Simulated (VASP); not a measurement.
Here is a VASP 6.6.1 calculation.

INCAR

```
PREC     = Accurate       # precision mode
ENCUT    = 520            # plane-wave cutoff, eV
EDIFF    = 1E-6           # SCF threshold, eV
ISMEAR   = 0              # smearing method
SIGMA    = 0.05           # smearing width, eV
LREAL    = F              # projectors in reciprocal space
LASPH    = T              # aspherical terms in the spheres
NELM     = 150            # most SCF steps
ALGO     = Normal         # electronic algorithm
ISIF     = 2              # what is computed and relaxed
LWAVE    = F              # write WAVECAR
LCHARG   = F              # write CHGCAR
ISPIN    = 2              # spin polarisation
MAGMOM   = 1.5            # initial moments
LORBIT   = 11             # projections on sites
LMAXMIX  = 4              # l up to which the mixer works
GGA      = PE             # functional
NBANDS   = 17             # bands
```

The input KPOINTS:

```
Automatic mesh
0
Gamma
  1 1 26
```

The input POSCAR:

```
Mo
1.0
    9.0000000000      0.0000000000      0.0000000000
    0.0000000000      9.3000000000      0.0000000000
    0.0000000000      0.0000000000      2.2154682894
Mo
1
Direct
    0.5000000000      0.5000000000      0.0000000000
```

Potentials or basis: VASP PAW PBE potentials, release 64 (Mo_sv).

The run is started by

```console
$ cat potpaw_PBE.64/Mo_sv/POTCAR > POTCAR
$ mpirun -np 1 vasp_std > vasp.out
```

Task: Predict the site moments.

Result: Mo +0.12 μB.

Task: Predict the net moment.

Result: 0.14 μB per cell.

Caveat: a moment this small can come from the mesh or the smearing.
